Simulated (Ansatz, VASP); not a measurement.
BaTiO3: VASP beside Ansatz

```xyz
5
Lattice="3.8646 0.0000 0.0000 0.0000 2.7519 2.8458 0.0000 -2.7519 2.8458" Properties=species:S:1:pos:R:3 pbc="T T T"
Ba    0.0000    0.0000    0.0000
Ti    1.9323    0.0000    2.8908
O     0.0000    0.0000    2.8008
O     1.9323   -1.3518    4.2579
O     1.9323    1.3518    4.2579
```

Change from the starting cell: equal xx and yy strain of -3 %, crystal datasets.

Alike in both runs: task electric field gradients; functional PBE; k mesh 8 × 8 × 8; occupations fermi-dirac, width 0.05 eV; no spin polarisation.

|  | VASP | Ansatz |
| --- | --- | --- |
| version | VASP 6.6.1 | Ansatz 0.2.0 |
| potentials or method | VASP PAW PBE potentials, release 64 (Ba_sv, Ti_sv, O), cutoff 520 eV | all-electron PAW with datasets made for the crystal, scalar-relativistic |

Ansatz gave:

| Quantity | Value |
| --- | --- |
| gap on the k mesh at the Fermi level (eV) | 1.88 |
| pressure (GPa) | 14.0 |
| traceless stress, the component that is largest in VASP (GPa) | -6.17 |
| rms of the force components (eV/Å) | 0.070 |
| size of Vzz on the site where it differs most (V/Å²) | 20.1 |

Task: Estimate VASP's values.

Result: gap on the k mesh at the Fermi level (eV): 1.81; pressure (GPa): 16.2; traceless stress, the component that is largest in VASP (GPa): -6.35; rms of the force components (eV/Å): 0.072; size of Vzz on the site where it differs most (V/Å²): 21.6.

Atom by atom the forces differ by 0.010 eV/Å (rms over components). Ansatz ran all-electron here, and VASP with PAW potentials.

Spin-orbit coupling is off throughout.
